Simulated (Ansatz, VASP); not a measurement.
Al2Cu in VASP and in Ansatz

```
Al Cu
1.0
     4.06635    0.00000    0.00000
     0.00000    4.06635    0.00000
     0.00000    0.00000    2.88473
Al Cu
2 1
Cartesian
  2.0332 0.0159 1.4424
  0.0000 1.9631 1.4424
  0.0000 0.0230 0.0000
```

Change from the starting cell: mode 9 frozen in at -0.071 Å, equal normal strain along x and y -0.0133.

Alike in both runs: task single point; functional PBE; k mesh 10 × 10 × 14; occupations gaussian, width 0.15 eV; no spin polarisation.

|  | VASP | Ansatz |
| --- | --- | --- |
| version | VASP 6.6.1 | Ansatz 0.2.0 |
| potentials or method | VASP PAW PBE potentials, release 64 (Al, Cu), cutoff 520 eV | scalar-relativistic, plane waves, PAW |
| valence electrons in the cell | 17 | 25 |

```csv
,VASP,Ansatz,Ansatz less VASP
gap on the k mesh at the Fermi level (eV),none,none,-
pressure (GPa),3.2,3.0,-0.17
"traceless stress, the component that is largest in VASP (GPa)",-0.82,-0.86,-0.042
rms of the force components (eV/Å),0.385,0.384,-0.0009
```

Atom by atom the forces differ by 0.001 eV/Å (rms over components). A gap of «none» marks a metal or a gap that the smearing closes. VASP's potentials hold 17 valence electrons a cell and Ansatz's 25, so a difference there can come from the potentials and not from the codes.
